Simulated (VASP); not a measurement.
Input of a VASP 6.6.1 run:

INCAR

```
SYSTEM = CdSe
PREC = Accurate ; ENCUT = 520
EDIFF = 1E-7 ; ISMEAR = -1
SIGMA = 0.05 ; LREAL = .False.
LASPH = .True. ; NELM = 100
ALGO = Normal ; ISIF = 2
LWAVE = .False. ; LCHARG = .True.
GGA = CA ; LELF = .True.
LVHAR = .True. ; NBANDS = 16
```

KPOINTS

```
regular mesh
0
Gamma
  8 8 8
  0 0 0
```

The input POSCAR:

```
CdSe
1.0
    0.0000000000      3.0702711986      3.0702711986
    3.0702711986      0.0000000000      3.0702711986
    3.0702711986      3.0702711986      0.0000000000
Cd Se
1 1
Direct
    0.0000000000      0.0000000000      0.0000000000
    0.2500000000      0.2500000000      0.2500000000
```

Potentials or basis: VASP PAW LDA potentials, release 64 (Cd, Se).

The run is started by

```sh
$ cat potpaw_LDA.64/Cd/POTCAR potpaw_LDA.64/Se/POTCAR > POTCAR
$ mpirun -np 1 vasp_std > vasp.out
```

Question: What does it give for the pressure?

Answer: -2.9 GPa.

Question: What does it give for the band gap on the k mesh?

Answer: 0.30 eV, direct.
